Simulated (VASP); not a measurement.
Wanted: the native input for a VASP 6.6.1 run.

| Property | Result |
| --- | --- |
| Task | single point |
| Functional | LDA |
| Potentials or basis | VASP PAW LDA potentials, release 64 (Pt) |
| Cutoff | 520 eV |
| k mesh | 18 × 18 × 6 |
| Occupations | gaussian, width 0.15 eV |
| Spin | no spin polarisation |
| Dipole correction | no |
| Further INCAR settings | ALGO = Fast; EDIFF = 1e-07; NBANDS = 28 |

The structure of Pt lies in POSCAR:

```
Pt
1.0
    2.7082945870      0.0000000000      0.0000000000
   -1.3541472935      2.3454519133      0.0000000000
    0.0000000000      0.0000000000      9.3530207388
Pt
4
Direct
    0.6419237501      0.3222480496      0.3750000000
    0.6419237501      0.3222480496      0.8750000000
    0.3580762499      0.6777519504      0.1250000000
    0.3580762499      0.6777519504      0.6250000000
```

This cell differs from its parent crystal: atoms displaced along a vibrational mode.

The input as run:

INCAR

```
SYSTEM = Pt
  ALGO = Fast
  EDIFF = 1E-7
  ENCUT = 520
  GGA = CA
  ISIF = 2
  ISMEAR = 0
  LASPH = .TRUE.
  LCHARG = .FALSE.
  LREAL = .FALSE.
  LWAVE = .FALSE.
  NBANDS = 28
  NELM = 60
  PREC = Accurate
  SIGMA = 0.15
```

KPOINTS

```
k-points
0
G
  18 18 6
  0 0 0
```

Potentials or basis: VASP PAW LDA potentials, release 64 (Pt).

Launch:

```sh
$ cat potpaw_LDA.64/Pt/POTCAR > POTCAR
$ mpirun -np 1 vasp_std > vasp.out
```

It gave:

The pressure is 1.0 GPa. The largest force is 0.054 eV/Å. The band gap on the k mesh is zero (bands 20 and 21 overlap by 1.40 eV).

Caveat: the cell differs from its parent crystal (atoms displaced along a vibrational mode); spin-orbit coupling is left out, which moves the levels of the heavy elements.

It took 29 min on 1 thread of Intel Xeon 8259CL, on a shared host, peak memory 0.8 GiB.
